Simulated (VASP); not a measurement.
Wanted: the native input for a VASP 6.6.1 run.

| Property | Result |
| --- | --- |
| Task | single point |
| Functional | PBE |
| Potentials or basis | VASP PAW PBE potentials, release 64 (Mg) |
| Cutoff | 520 eV |
| k mesh | 10 × 10 × 5 |
| Occupations | fermi-dirac, width 0.05 eV |
| Spin | no spin polarisation |
| Dipole correction | no |
| Further INCAR settings | ALGO = Normal; EDIFF = 1e-07; NBANDS = 9 |

The structure of Mg lies in POSCAR:

```
Mg
1.0
    3.1437856987      0.0000000000      0.0000000000
   -1.5718928494      2.7225982792      0.0000000000
    0.0000000000      0.0000000000      5.1039375022
Mg
2
Direct
    0.6666666667      0.3333333333      0.7500000000
    0.3333333333      0.6666666667      0.2500000000
```

These files were run (other wordings do the same):

INCAR

```
ALGO     = Normal         # electronic algorithm
EDIFF    = 1E-7           # SCF threshold, eV
ENCUT    = 520            # plane-wave cutoff, eV
GGA      = PE             # functional
ISIF     = 2              # what is computed and relaxed
ISMEAR   = -1             # smearing method
LASPH    = True           # aspherical terms in the spheres
LCHARG   = False          # write CHGCAR
LREAL    = False          # projectors in reciprocal space
LWAVE    = False          # write WAVECAR
NBANDS   = 9              # bands
NELM     = 80             # most SCF steps
PREC     = Accurate       # precision mode
SIGMA    = 0.05           # smearing width, eV
```

KPOINTS

```
k-points
0
Gamma
  10 10 5
```

Potentials or basis: VASP PAW PBE potentials, release 64 (Mg).

Run with:

```console
$ cat potpaw_PBE.64/Mg/POTCAR > POTCAR
$ mpirun -np 1 vasp_std > vasp.out
```

It gave:

The pressure is 1.9 GPa. The band gap on the k mesh is zero (band 2 reaches 3.54 eV, above the bottom of band 3 at 1.66 eV).

Wall time 4.9 s on 1 thread of Intel(R) Xeon(R) 6975P-C (Granite Rapids), on a shared host, peak memory 0.16 GiB.
